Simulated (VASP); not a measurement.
The system is PtS2.

```xyz
6
Lattice="5.4579 0.0000 0.0000 0.0000 5.4579 0.0000 0.0000 0.0000 3.8160" Properties=species:S:1:pos:R:3 pbc="T T T"
Pt    0.0000    0.0000    0.0000
Pt    2.7290    2.7290    1.9080
S     1.6899    1.6899    0.0000
S     1.0390    4.4189    1.9080
S     4.4189    1.0390    1.9080
S     3.7680    3.7680    0.0000
```

| Item | Value |
| --- | --- |
| Program | VASP 6.6.1 |
| Task | relaxation of cell and atoms |
| Functional | LDA |
| Potentials or basis | VASP PAW LDA potentials, release 64 (Pt, S) |
| Cutoff | 600 eV |
| k mesh | 4 × 4 × 6 |
| Occupations | fermi-dirac, width 0.02 eV |
| Spin | no spin polarisation |

At the start: pressure -7.3 GPa; volume 18.95 Å³/atom.

Where does the relaxation end?

Over 10 steps the energy falls by 25.5 meV/atom and the volume is 17.87 Å³/atom (-5.7 %); space group P4_2/mnm (No. 136, to 0.05 Å).

The path:
```tsv
step	energy change (eV)	largest force (eV/Å)	pressure (GPa)	volume (Å³)
1	0.0000	0.0538	-7.28	113.67
2	0.1372	0.3797	12.76	100.08
3	-0.1469	0.0999	-0.22	107.68
4	-0.1469	0.1034	-0.06	107.56
5	-0.1523	0.0270	0.03	107.24
6	-0.1523	0.0405	0.05	107.20
7	-0.1526	0.0239	-0.06	107.27
8	-0.1527	0.0107	-0.15	107.32
9	-0.1527	0.0154	0.15	107.10
10	-0.1528	0.0019	0.00	107.21
```

Final structure:
```
Pt S
1.0
     5.33483    0.00000    0.00000
     0.00000    5.33483    0.00000
     0.00000    0.00000    3.76705
Pt S
2 4
Direct
  0.00000 0.00000 0.00000
  0.50000 0.50000 0.50000
  0.30963 0.30963 0.00000
  0.19037 0.80963 0.50000
  0.80963 0.19037 0.50000
  0.69037 0.69037 0.00000
```
